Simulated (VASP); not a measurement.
Set up this calculation in VASP 6.6.1, as the native input.

```yaml
Task: single point
Functional: PBE
Dispersion: D3(BJ)
Potentials_or_basis: VASP PAW PBE potentials, release 64 (W_sv, Se)
Cutoff: 520 eV
k_mesh: 9 × 9 × 4
Occupations: gaussian, width 0.05 eV
Spin: no spin polarisation
Dipole_correction: no
Further_INCAR_settings: ALGO = Normal; EDIFF = 1e-06; NBANDS = 20
```

The structure of WSe2 lies in POSCAR:

```
WSe2
1.0
    3.1916005302      0.0000000000      0.0000000000
   -1.5958002651      3.0479756115      0.0000000000
    0.0000000000      0.0000000000      6.6784566964
W Se
1 2
Direct
    0.0000000000      0.0000000000      0.0000000000
    0.3333333333      0.6666666667      0.2405528385
    0.3333333333      0.6666666667      0.7594471615
```

This cell differs from its parent crystal: strain +e along x and -e along y -0.0500, strain +e along z and -e/2 along x and y -0.0467.

One way to write it, as run:

INCAR

```
SYSTEM = WSe2
PREC     = Accurate       ! precision mode
ENCUT    = 520            ! plane-wave cutoff, eV
EDIFF    = 1E-6           ! SCF threshold, eV
ISMEAR   = 0              ! smearing method
SIGMA    = 0.05           ! smearing width, eV
LREAL    = .FALSE.        ! projectors in reciprocal space
LASPH    = .TRUE.         ! aspherical terms in the spheres
NELM     = 60             ! most SCF steps
ALGO     = Normal         ! electronic algorithm
ISIF     = 2              ! what is computed and relaxed
LWAVE    = .FALSE.        ! write WAVECAR
LCHARG   = .TRUE.         ! write CHGCAR
GGA      = PE             ! functional
IVDW     = 12             ! dispersion correction
LELF     = .TRUE.         ! ELF
LVHAR    = .TRUE.       
NBANDS   = 20             ! bands
```

KPOINTS

```
Automatic mesh
0
G
  9 9 4
  0 0 0
```

Potentials or basis: VASP PAW PBE potentials, release 64 (W_sv, Se).

Command:

```console
$ cat potpaw_PBE.64/W_sv/POTCAR potpaw_PBE.64/Se/POTCAR > POTCAR
$ mpirun -np 1 vasp_std > vasp.out
```

It gave:

```json
{
 "Pressure": "2.8 GPa",
 "Largest force": "0.971 eV/Å",
 "Band gap on the k mesh": "0.76 eV (least direct gap 1.23 eV)",
 "Dispersion energy per atom": "-0.433 eV"
}
```

Caveat: the cell differs from its parent crystal (strain +e along x and -e along y -0.0500, strain +e along z and -e/2 along x and y -0.0467); the stress differs along the axes, from -8 to 9 GPa; spin-orbit coupling is left out, which moves the levels of the heavy elements.

Run time: 2.4 min on 1 thread of Intel Xeon 8259CL, with other jobs on the host, peak memory 0.25 GiB.
